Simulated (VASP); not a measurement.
# Ca: relaxation of cell and atoms with PBE

The system is Ca.

```xyz
1
Lattice="-2.2094 2.2094 2.2094 2.2094 -2.2094 2.2094 2.2094 2.2094 -2.2094" Properties=species:S:1:pos:R:3 pbc="T T T"
Ca    0.0000    0.0000    0.0000
```

This isn't the form of Ca at room conditions, which is fcc.

```json
{
 "Program": "VASP 6.6.1",
 "Task": "relaxation of cell and atoms",
 "Functional": "PBE",
 "Potentials or basis": "VASP PAW PBE potentials, release 64 (Ca_sv)",
 "Cutoff": "600 eV",
 "k mesh": "12 × 12 × 12",
 "Occupations": "fermi-dirac, width 0.08 eV",
 "Spin": "no spin polarisation",
 "Target pressure": "-0.37 GPa",
 "Dipole correction": "no",
 "Further INCAR settings": "ALGO = Normal; EDIFF = 1e-06; IBRION = 2; EDIFFG = -0.005; NSW = 32; ISIF = 3"
}
```

- Relaxed volume: 43.18 Å³/atom
- Relaxed cell: a = 3.828 Å, b = 3.828 Å, c = 3.828 Å, α = 109.47°, β = 109.47°, γ = 109.47°
- Space group after relaxing (to 0.1 Å): Im-3m (No. 229)
- Energy change on relaxing (the run minimises the enthalpy): +0.1 meV/atom
- Ionic steps: 2
- Pressure after relaxing: -0.4 GPa
- Band gap on the k mesh: zero (bands 5 and 6 overlap by 0.39 eV)

Final structure:
```cif
data_structure
_symmetry_space_group_name_H-M 'P 1'
_symmetry_Int_Tables_number 1
_cell_length_a 3.8279
_cell_length_b 3.8279
_cell_length_c 3.8279
_cell_angle_alpha 109.471
_cell_angle_beta 109.471
_cell_angle_gamma 109.471
_cell_volume 43.18
loop_
_atom_site_label
_atom_site_type_symbol
_atom_site_fract_x
_atom_site_fract_y
_atom_site_fract_z
_atom_site_occupancy
Ca1 Ca 0.00000 0.00000 0.00000 1
```

Levels at points of the mesh, in eV from the Fermi level:
```
           k point  band 2  band 3  band 4  band 5  band 6  band 7  band 8  band 9
(0.00, 0.00, 0.00)  -23.03  -23.03  -23.03   -4.03    2.27    2.27    2.27    3.30
(0.50, 0.00, 0.00)  -23.16  -23.07  -23.03   -0.89   -0.04    1.33    3.20    3.56
(0.50, 0.50, 0.50)  -23.12  -23.12  -23.12    0.08    0.08    3.84    3.84    3.84
```

Run time: 63 s on 1 thread of Intel Xeon 8259CL, with other jobs on the host, peak memory 0.2 GiB.

Caveat: the cell is relaxed towards a set pressure, so the run minimises the enthalpy, not the energy.
